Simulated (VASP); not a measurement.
# Re: single point with PBE

The system is Re.

```
Re
1.0
     2.77013    0.00000    0.00000
    -1.38506    2.39900    0.00000
     0.00000    0.00000    4.50799
Re
2
Direct
  0.33333 0.66667 0.75000
  0.66667 0.33333 0.25000
```

```
Program             : VASP 6.6.1
Task                : single point
Functional          : PBE
Potentials or basis : VASP PAW PBE potentials, release 64 (Re)
Cutoff              : 520 eV
k mesh              : 8 × 8 × 4
Occupations         : gaussian, width 0.05 eV
Spin                : no spin polarisation
```

```yaml
Pressure: -0.6 GPa
Band_gap_on_the_k_mesh: zero (band 7 reaches 8.71 eV, above the bottom of band 8 at 6.03 eV)
```

Stress tensor (GPa, compression positive):
```
-0.50  0.00  0.00
 0.00 -0.50  0.00
 0.00  0.00 -0.77
```

Levels at points of the mesh, in eV from the Fermi level:
```csv
k point,band 4,band 5,band 6,band 7,band 8,band 9,band 10,band 11
"(0.00, 0.00, 0.00)",-1.45,-1.45,-0.66,-0.66,0.31,0.31,0.57,3.34
"(0.50, 0.00, 0.00)",-1.76,-1.63,-1.34,-0.58,3.98,4.26,4.48,5.98
"(0.00, 0.00, 0.50)",-2.31,-1.56,-1.56,-1.56,-1.56,2.53,2.53,2.53
"(0.50, 0.00, 0.50)",-3.95,0.48,0.48,0.96,0.96,4.27,4.27,4.71
```

It took 21 s on 1 thread of Intel(R) Xeon(R) Platinum 8259CL CPU @ 2.50GHz (Skylake/Cascade Lake) (shared host), peak memory 0.15 GiB.

Caveat: spin-orbit coupling is left out, which moves the levels of the heavy elements.
